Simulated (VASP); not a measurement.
# C (P1) in VASP: settings compared

The runs below take C through single point, with PBE, HSE06.

All numbers are computed with VASP 6.6.1; they aren't measurements. Logs are shortened: lines on timing, memory, paths and dates and some standing lists are left out, and cuts for length are marked.

## (1) The cell of the first run

The typed cell holds 7 atoms: a = 3.570 Å, b = 3.570 Å, c = 3.570 Å, α = 90.00°, β = 90.00°, γ = 90.00°.

## (2) Single point, PBE

Contents of INCAR:

```
SYSTEM = C
  PREC = Accurate
  ENCUT = 600
  EDIFF = 1E-6
  ISMEAR = 0
  SIGMA = 0.01
  LREAL = .FALSE.
  LASPH = .TRUE.
  NELM = 120
  ALGO = Normal
  ISIF = 2
  LWAVE = .FALSE.
  LCHARG = .FALSE.
  GGA = PE
  NBANDS = 23
  GGA_COMPAT = .FALSE.
```

Contents of KPOINTS:

```
Automatic mesh
0
Gamma
  1 1 1
  0.25 0.25 0.25
```

Contents of POSCAR:

```
C
1.0
    3.5700000000      0.0000000000      0.0000000000
    0.0000000000      3.5700000000      0.0000000000
    0.0000000000      0.0000000000      3.5700000000
C
7
Direct
   -0.0035600000      0.5019000000      0.5001100000
    0.5004700000     -0.0019600000      0.5004700000
    0.5012900000      0.5039000000     -0.0038700000
    0.2467200000      0.2517600000      0.2472700000
    0.2508500000      0.7466600000      0.7518800000
    0.7486200000      0.2515200000      0.7520700000
    0.7465600000      0.7514800000      0.2519400000
```

Potentials or basis: VASP PAW PBE potentials, release 64 (C).

The run is started by

```console
cat potpaw_PBE.64/C/POTCAR > POTCAR
mpirun -np 1 vasp_std > vasp.out
```

OUTCAR:

```text
SYSTEM = C
   PREC = Accurate
   ENCUT = 600
   EDIFF = 1E-6
   ISMEAR = 0
   LREAL = .FALSE.
   LASPH = .TRUE.
   NELM = 120
   ISIF = 2
   GGA = PE

 ion  position               nearest neighbor table
   1  0.996  0.502  0.500-   7 1.54   6 1.55   5 1.55   4 1.55
   2  0.500  0.998  0.500-   7 1.53   5 1.55   6 1.55   4 1.57
   3  0.501  0.504  0.996-   5 1.52   6 1.53   7 1.54   4 1.56
   4  0.247  0.252  0.247-   1 1.55   3 1.56   2 1.57
   5  0.251  0.747  0.752-   3 1.52   1 1.55   2 1.55
   6  0.749  0.252  0.752-   3 1.53   1 1.55   2 1.55
   7  0.747  0.751  0.252-   2 1.53   1 1.54   3 1.54

  LATTYP: Found a simple cubic cell.
 ALAT       =     3.5700000000

  Lattice vectors:

 A1 = (   3.5700000000,   0.0000000000,   0.0000000000)
 A2 = (   0.0000000000,   3.5700000000,   0.0000000000)
 A3 = (   0.0000000000,   0.0000000000,   3.5700000000)

Analysis of symmetry for initial positions (statically):
=====================================================================
 Subroutine PRICEL returns:
 Original cell was already a primitive cell.

 Routine SETGRP: Setting up the symmetry group for a
 simple cubic supercell.

 Subroutine GETGRP returns: Found  1 space group operations
 (whereof  1 operations were pure point group operations)
 out of a pool of 48 trial point group operations.

The static configuration has the point symmetry C_1 .

Analysis of symmetry for dynamics (positions and initial velocities):
=====================================================================
 Subroutine PRICEL returns:
 Original cell was already a primitive cell.

 Routine SETGRP: Setting up the symmetry group for a
 simple cubic supercell.

 Subroutine GETGRP returns: Found  1 space group operations
 (whereof  1 operations were pure point group operations)
 out of a pool of 48 trial point group operations.

The dynamic configuration has the point symmetry C_1 .

 Subroutine INISYM returns: Found  1 space group operations
 (whereof  1 operations are pure point group operations),
 and found     1 'primitive' translations

----------------------------------------------------------------------------------------

                                     Primitive cell

  volume of cell :      45.4993

  direct lattice vectors                    reciprocal lattice vectors
     3.570000000  0.000000000  0.000000000     0.280112045  0.000000000  0.000000000
     0.000000000  3.570000000  0.000000000     0.000000000  0.280112045  0.000000000
     0.000000000  0.000000000  3.570000000     0.000000000  0.000000000  0.280112045

  length of vectors
     3.570000000  3.570000000  3.570000000     0.280112045  0.280112045  0.280112045

  position of ions in fractional coordinates (direct lattice)
     0.996440000  0.501900000  0.500110000
     0.500470000  0.998040000  0.500470000
     0.501290000  0.503900000  0.996130000
     0.246720000  0.251760000  0.247270000
     0.250850000  0.746660000  0.751880000
     0.748620000  0.251520000  0.752070000
     0.746560000  0.751480000  0.251940000

  ion indices of the primitive-cell ions
   primitive index   ion index
                 1           1
                 2           2
                 3           3
                 4           4
                 5           5
                 6           6
                 7           7

----------------------------------------------------------------------------------------

 KPOINTS: Automatic mesh

Automatic generation of k-mesh.
 Grid dimensions read from file:
 generate k-points for:    1    1    1

 Generating k-lattice:

  Cartesian coordinates                     Fractional coordinates (reciprocal lattice)
     0.280112045  0.000000000  0.000000000     1.000000000  0.000000000  0.000000000
     0.000000000  0.280112045  0.000000000     0.000000000  1.000000000  0.000000000
     0.000000000  0.000000000  0.280112045     0.000000000  0.000000000  1.000000000

  Length of vectors
     0.280112045  0.280112045  0.280112045

  Shift w.r.t. Gamma in fractional coordinates (k-lattice)
     0.250000000  0.250000000  0.250000000

 Subroutine IBZKPT returns following result:
 ===========================================

 Found      4 irreducible k-points:

 Following reciprocal coordinates:
            Coordinates               Weight
  0.250000  0.250000  0.250000      2.000000
 -0.250000  0.250000  0.250000      2.000000
 -0.250000 -0.250000  0.250000      2.000000
  0.250000 -0.250000  0.250000      2.000000
   k-points           NKPTS =      4   k-points in BZ     NKDIM =      4   number of bands    NBANDS=     23
   number of dos      NEDOS =    301   number of ions     NIONS =      7
   total plane-waves  NPLWV =  27000
   dimension x,y,z NGX =    30 NGY =   30 NGZ =   30
   dimension x,y,z NGXF=    60 NGYF=   60 NGZF=   60
   ions per type =               7
   NGX,Y,Z   is equivalent  to a cutoff of  13.97, 13.97, 13.97 a.u.
   NGXF,Y,Z  is equivalent  to a cutoff of  27.94, 27.94, 27.94 a.u.
 SYSTEM =  C
   PREC   = accura    normal or accurate (medium, high low for compatibility)
   ISTART =      0    job   : 0-new  1-cont  2-samecut
   ICHARG =      2    charge: 1-file 2-atom 10-const
   ISPIN  =      1    spin polarized calculation?
   LNONCOLLINEAR =      F non collinear calculations
   LSORBIT =      F    spin-orbit coupling
   LASPH  =      T    aspherical Exc in radial PAW
   ENCUT  =  600.0 eV  44.10 Ry    6.64 a.u.   7.13  7.13  7.13*2*pi/ulx,y,z
   NELM   =    120;   NELMIN=  2; NELMDL= -5     # of ELM steps
   EDIFF  = 0.1E-05   stopping-criterion for ELM
   LREAL  =      F    real-space projection
   EDIFFG = 0.1E-04   stopping-criterion for IOM
   NSW    =      0    number of steps for IOM
   IBRION =     -1    ionic relax: 0-MD 1-quasi-New 2-CG
   NFREE  =      0    steps in history (QN), initial steepest desc. (CG)
   ISIF   =      2    stress and relaxation
   ISYM   =      2    0-nonsym 1-usesym 2-fastsym
   POTIM  = 0.5000    time-step for ionic-motion
   TEBEG  =    0.0;   TEEND  =   0.0 temperature during run
   PSTRESS=    0.0 pullay stress
   NELECT =      28.0000    total number of electrons
   NUPDOWN=      -1.0000    fix difference up-down
   EMIN   =  10.00;   EMAX   =-10.00  energy-range for DOS
   EFERMI =   0.00;   METHOD = LEGACY
   ISMEAR =     0;   SIGMA  =   0.01  broadening in eV -4-tet -1-fermi 0-gaus
   EFERMI_NEDOS =   21; number of points for ismear=-14 and -15
   IALGO  =     38    algorithm
   IMIX   =      4    mixing-type and parameters
     AMIX     =   0.40;   BMIX     =  1.00
     AMIX_MAG =   1.60;   BMIX_MAG =  1.00
  volume/ion in A,a.u.               =       6.50        43.86
  Fermi-wavevector in a.u.,A,eV,Ry     =   1.392492  2.631428 26.382149  1.939033
  Thomas-Fermi vector in A             =   2.516229
   LORBIT       =      0    0 simple, 1 ext, 2 COOP (PROOUT), +10 PAW based schemes
   GGA     = PE    functional components
   LHFCALC =     F    Hartree Fock is set to
   AEXX    =    0.0000 exact exchange contribution
   IVDW    =     0    specifies the selected vdW correction
   LEPSILON=     F    determine dielectric tensor
   LRPA    =     F    only Hartree local field effects (RPA)
 non-spin polarized calculation
 Gauss-broadening in eV      SIGMA  =   0.01
  energy-cutoff  :      600.00
  volume of cell :       45.50
 maximum number of plane-waves:      1520
 NGX is ok and might be reduce to    30
   NGX = 15   NGY = 15   NGZ = 15

 number of electron      27.9999996 magnetization

 Free energy of the ion-electron system (eV)
  ---------------------------------------------------
  ext. energy  EPLUGINS =         0.00000000
  ---------------------------------------------------
  free energy    TOTEN  =       -58.77835332 eV

  energy without entropy =      -58.77835332  energy(sigma->0) =      -58.77835332

 E-fermi :   6.8590     XC(G=0): -12.6311

 val. band max:        6.7294047039   @ k =   0.2500   0.2500   0.2500
 cond. band min:       9.7996851662   @ k =   0.2500   0.2500   0.2500
 fundamental gap:      3.0702804622
 Fermi energy:         6.8589783503

 k-point     1 :       0.2500    0.2500    0.2500
  band No.  band energies     occupation
      1     -10.9884      2.00000
      2      -7.1900      2.00000
      3      -7.0901      2.00000
      4      -5.0880      2.00000
      5      -1.9825      2.00000
      6      -1.8738      2.00000
[... 15 lines left out ...]
     22      18.6109      0.00000
     23      20.0000      0.00000

 k-point     2 :      -0.2500    0.2500    0.2500
  band No.  band energies     occupation
      1     -10.9904      2.00000
      2      -7.1575      2.00000
      3      -7.0787      2.00000
      4      -5.1862      2.00000
      5      -1.9121      2.00000
      6      -1.9065      2.00000
[... 15 lines left out ...]
     22      18.6024      0.00000
     23      20.0878      0.00000

 k-point     3 :      -0.2500   -0.2500    0.2500
  band No.  band energies     occupation
      1     -10.9906      2.00000
      2      -7.1360      2.00000
      3      -7.0836      2.00000
      4      -5.2055      2.00000
      5      -2.0052      2.00000
      6      -1.9104      2.00000
[... 15 lines left out ...]
     22      18.5831      0.00000
     23      20.0927      0.00000

 k-point     4 :       0.2500   -0.2500    0.2500
  band No.  band energies     occupation
      1     -10.9903      2.00000
      2      -7.1675      2.00000
      3      -7.0694      2.00000
      4      -5.1806      2.00000
      5      -1.9347      2.00000
      6      -1.9024      2.00000
[... 15 lines left out ...]
     22      18.6148      0.00000
     23      19.9804      0.00000

------------------------ aborting loop because EDIFF is reached ----------------------------------------

  FORCE on cell =-STRESS in cart. coord.  units (eV):
  Direction    XX          YY          ZZ          XY          YZ          ZX
  --------------------------------------------------------------------------------------
  -------------------------------------------------------------------------------------
  Total       -4.5731608     -4.4003728     -5.0105073     -0.4467965     -0.1380244     -0.5263643
  in kB     -161.0357894   -154.9513662   -176.4361730    -15.7331508     -4.8602861    -18.5349918
  external PRESSURE =    -164.1411096 kB  Pullay stress =       0.0000000 kB

 VOLUME and BASIS-vectors are now :
 -----------------------------------------------------------------------------
  energy-cutoff  :      600.00
  volume of cell :       45.50
      direct lattice vectors                 reciprocal lattice vectors
     3.570000000  0.000000000  0.000000000     0.280112045  0.000000000  0.000000000
     0.000000000  3.570000000  0.000000000     0.000000000  0.280112045  0.000000000
     0.000000000  0.000000000  3.570000000     0.000000000  0.000000000  0.280112045

 POSITION                                       TOTAL-FORCE (eV/Angst)
 -----------------------------------------------------------------------------------
      3.55729      1.79178      1.78539         0.376712     -0.156923      0.005138
      1.78668      3.56300      1.78668        -0.356529      0.581942      0.020831
      1.78961      1.79892      3.55618        -0.284260     -0.395344      0.822442
      0.88079      0.89878      0.88275         1.856123      1.495263      1.898927
      0.89553      2.66558      2.68421         1.508484     -1.214114     -2.255685
      2.67257      0.89793      2.68489        -1.597011      1.525507     -2.032197
      2.66522      2.68278      0.89943        -1.503518     -1.836332      1.540544
 -----------------------------------------------------------------------------------
    total drift:                               -0.000160      0.000099     -0.000000

  FREE ENERGIE OF THE ION-ELECTRON SYSTEM (eV)
  ---------------------------------------------------
  free  energy   TOTEN  =       -58.7783533170 eV

  energy  without entropy=      -58.7783533170  energy(sigma->0) =      -58.77835332
```

Wall time 9.9 s (1 thread of Intel Xeon 8259CL, shared host); peak memory 0.15 GiB.

What came out:

* Free energy: -58.7784 eV
* Pressure: -16.4 GPa
* Largest force: 3.047 eV/Å
* Band gap on the k mesh: 3.07 eV, direct

Forces on the atoms (eV/Å):
```
C    0.377 -0.157  0.005
C   -0.357  0.582  0.021
C   -0.284 -0.395  0.822
C    1.856  1.495  1.899
C    1.508 -1.214 -2.256
C   -1.597  1.526 -2.032
C   -1.504 -1.836  1.541
```

Levels at points of the mesh, in eV from the valence-band top:
| k point | band 10 | band 11 | band 12 | band 13 | band 14 | band 15 | band 16 | band 17 | band 18 | band 19 |
| --- | --- | --- | --- | --- | --- | --- | --- | --- | --- | --- |
| (0.25, 0.25, 0.25) | -3.71 | -2.44 | -2.12 | -2.05 | 0.00 | 3.07 | 3.15 | 7.95 | 8.04 | 8.78 |

Caveat: the k points lie up to 1.76 Å⁻¹ apart; forces of over 1 eV/Å act on the atoms, so gaps and moduli don't describe the material at rest. As with any semilocal functional, this PBE gap is likely too small.

## (3) Single point, PBE

Contents of INCAR:

```
ALGO     = Normal         # electronic algorithm
EDIFF    = 1E-6           # SCF threshold, eV
ENCUT    = 600            # plane-wave cutoff, eV
GGA      = PE             # functional
GGA_COMPAT= False        
ISIF     = 2              # what is computed and relaxed
ISMEAR   = -1             # smearing method
LASPH    = True           # aspherical terms in the spheres
LCHARG   = False          # write CHGCAR
LREAL    = False          # projectors in reciprocal space
LWAVE    = False          # write WAVECAR
NBANDS   = 23             # bands
NELM     = 120            # most SCF steps
PREC     = Accurate       # precision mode
SIGMA    = 0.01           # smearing width, eV
```

KPOINTS is that of step 2.

POSCAR is that of step 2.

Potentials or basis: VASP PAW PBE potentials, release 64 (C).

The run is started by

```console
cat potpaw_PBE.64/C/POTCAR > POTCAR
mpirun -np 1 vasp_std > vasp.out
```

OUTCAR:

```text
EDIFF = 1E-6
   ENCUT = 600
   GGA = PE
   ISIF = 2
   ISMEAR = -1
   LASPH = True
   LREAL = False
   NELM = 120
   PREC = Accurate

 ion  position               nearest neighbor table
   1  0.996  0.502  0.500-   7 1.54   6 1.55   5 1.55   4 1.55
   2  0.500  0.998  0.500-   7 1.53   5 1.55   6 1.55   4 1.57
   3  0.501  0.504  0.996-   5 1.52   6 1.53   7 1.54   4 1.56
   4  0.247  0.252  0.247-   1 1.55   3 1.56   2 1.57
   5  0.251  0.747  0.752-   3 1.52   1 1.55   2 1.55
   6  0.749  0.252  0.752-   3 1.53   1 1.55   2 1.55
   7  0.747  0.751  0.252-   2 1.53   1 1.54   3 1.54

  LATTYP: Found a simple cubic cell.
 ALAT       =     3.5700000000

  Lattice vectors:

 A1 = (   3.5700000000,   0.0000000000,   0.0000000000)
 A2 = (   0.0000000000,   3.5700000000,   0.0000000000)
 A3 = (   0.0000000000,   0.0000000000,   3.5700000000)

Analysis of symmetry for initial positions (statically):
=====================================================================
 Subroutine PRICEL returns:
 Original cell was already a primitive cell.

 Routine SETGRP: Setting up the symmetry group for a
[... 161 lines left out ...]
 fundamental gap:      3.0702804622
 Fermi energy:         6.9587037623

 k-point     1 :       0.2500    0.2500    0.2500
  band No.  band energies     occupation
      1     -10.9884      2.00000
      2      -7.1900      2.00000
      3      -7.0901      2.00000
      4      -5.0880      2.00000
      5      -1.9825      2.00000
      6      -1.8738      2.00000
[... 93 lines left out ...]
     22      18.6148      0.00000
     23      19.9804      0.00000

------------------------ aborting loop because EDIFF is reached ----------------------------------------

  FORCE on cell =-STRESS in cart. coord.  units (eV):
  Direction    XX          YY          ZZ          XY          YZ          ZX
  --------------------------------------------------------------------------------------
  -------------------------------------------------------------------------------------
  Total       -4.5731608     -4.4003728     -5.0105073     -0.4467965     -0.1380244     -0.5263644
  in kB     -161.0357894   -154.9513662   -176.4361730    -15.7331509     -4.8602860    -18.5349920
  external PRESSURE =    -164.1411095 kB  Pullay stress =       0.0000000 kB

 VOLUME and BASIS-vectors are now :
 -----------------------------------------------------------------------------
  energy-cutoff  :      600.00
  volume of cell :       45.50
      direct lattice vectors                 reciprocal lattice vectors
     3.570000000  0.000000000  0.000000000     0.280112045  0.000000000  0.000000000
     0.000000000  3.570000000  0.000000000     0.000000000  0.280112045  0.000000000
     0.000000000  0.000000000  3.570000000     0.000000000  0.000000000  0.280112045

 POSITION                                       TOTAL-FORCE (eV/Angst)
 -----------------------------------------------------------------------------------
      3.55729      1.79178      1.78539         0.376712     -0.156923      0.005138
      1.78668      3.56300      1.78668        -0.356529      0.581942      0.020831
      1.78961      1.79892      3.55618        -0.284260     -0.395344      0.822442
      0.88079      0.89878      0.88275         1.856123      1.495263      1.898927
      0.89553      2.66558      2.68421         1.508484     -1.214114     -2.255685
      2.67257      0.89793      2.68489        -1.597011      1.525507     -2.032197
      2.66522      2.68278      0.89943        -1.503518     -1.836332      1.540544
 -----------------------------------------------------------------------------------
    total drift:                               -0.000160      0.000099     -0.000000

  FREE ENERGIE OF THE ION-ELECTRON SYSTEM (eV)
  ---------------------------------------------------
  free  energy   TOTEN  =       -58.7783533175 eV

  energy  without entropy=      -58.7783533175  energy(sigma->0) =      -58.77835332
```

Wall time 10 s (1 thread of Intel Xeon 8259CL, shared host); peak memory 0.15 GiB.

What came out:

```yaml
Free_energy: -58.7784 eV
Pressure: -16.4 GPa
Largest_force: 3.047 eV/Å
Band_gap_on_the_k_mesh: 3.07 eV, direct
```

Forces on the atoms (eV/Å):
```
C    0.377 -0.157  0.005
C   -0.357  0.582  0.021
C   -0.284 -0.395  0.822
C    1.856  1.495  1.899
C    1.508 -1.214 -2.256
C   -1.597  1.526 -2.032
C   -1.504 -1.836  1.541
```

Caveat: the k points lie up to 1.76 Å⁻¹ apart; forces of over 1 eV/Å act on the atoms, so gaps and moduli don't describe the material at rest. A k mesh can miss the band edges.

## (4) Single point, HSE06

POSCAR is that of step 3.

Contents of INCAR.step1:

```
ALGO = Normal ; EDIFF = 1E-5
ENCUT = 520 ; GGA = PE
GGA_COMPAT = False ; ISIF = 2
ISMEAR = 0 ; LASPH = True
LREAL = False ; LWAVE = True
NBANDS = 23 ; NELM = 120
PREC = Accurate ; SIGMA = 0.01
```

Contents of INCAR.step2:

```
ALGO = Normal ; EDIFF = 1E-6
ENCUT = 520 ; GGA = PE
GGA_COMPAT = False ; HFSCREEN = 0.2079
ISIF = 2 ; ISMEAR = 0
ISTART = 1 ; LASPH = True
LCHARG = True ; LELF = True
LHFCALC = True ; LREAL = False
LVHAR = True ; LWAVE = False
NBANDS = 23 ; NELM = 120
PREC = Accurate ; PRECFOCK = Normal
SIGMA = 0.01
```

KPOINTS is that of step 3.

The run is started by

```console
cat potpaw_PBE.64/C/POTCAR > POTCAR
cp INCAR.step1 INCAR
mpirun -np 1 vasp_std > vasp.out
cp INCAR.step2 INCAR
mpirun -np 1 vasp_std > vasp.out
```

It took 81 s on 1 thread of Intel Xeon 8259CL, shared host; peak memory 0.24 GiB.

The run converged. Its results:

```
Free energy            : -68.1117 eV
Pressure               : -25.8 GPa
Largest force          : 3.358 eV/Å
Band gap on the k mesh : 3.89 eV, direct
```

Forces on the atoms (eV/Å):
```
C    0.394 -0.163  0.011
C   -0.376  0.612  0.027
C   -0.301 -0.412  0.872
C    2.045  1.667  2.078
C    1.689 -1.376 -2.468
C   -1.771  1.704 -2.227
C   -1.679 -2.032  1.709
```

Stress tensor (GPa, compression positive):
```
-25.50  -1.66  -1.98
 -1.66 -24.83  -0.53
 -1.98  -0.53 -27.18
```

Levels at points of the mesh, in eV from the valence-band top:
```
           k point  band 12  band 13  band 14  band 15  band 16  band 17
(0.25, 0.25, 0.25)    -2.65    -2.57     0.00     3.89     3.98     9.09
```

Caveat: the k points lie up to 1.76 Å⁻¹ apart; the PAW data sets were made with another functional, which shifts forces and pressure a little. A k mesh can miss the band edges.

(Continued in part 2 of 2.)
